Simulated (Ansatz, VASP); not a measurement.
## BP in VASP and in Ansatz

```
B P
1.0
     4.54810    0.00000    0.00000
     0.00000    0.00000   -4.54810
     0.00000    4.54810    0.00000
B P
4 4
Direct
  0.00000 0.00000 0.00000
  0.00000 0.50000 0.50000
  0.50000 0.00000 0.50000
  0.50000 0.50000 0.00000
  0.25000 0.25000 0.25000
  0.25000 0.75000 0.75000
  0.75000 0.25000 0.75000
  0.75000 0.75000 0.25000
```

Alike in both runs: task single point; functional PBE; k mesh 3 × 3 × 3; no spin polarisation.

|  | VASP | Ansatz |
| --- | --- | --- |
| version | VASP 6.6.1 | Ansatz 0.2.0 |
| potentials or method | VASP PAW PBE potentials, release 64 (B, P), cutoff 500 eV | plane-wave PAW DFT |
| occupations | gaussian, width 0.01 eV | fixed |
| valence electrons in the cell | 32 | 32 |

|  | VASP | Ansatz | Ansatz less VASP |
| --- | --- | --- | --- |
| gap on the k mesh at the Fermi level (eV) | 1.34 | 1.34 | +0.004 |

The k mesh is coarse, so the values compare programs but aren't converged.
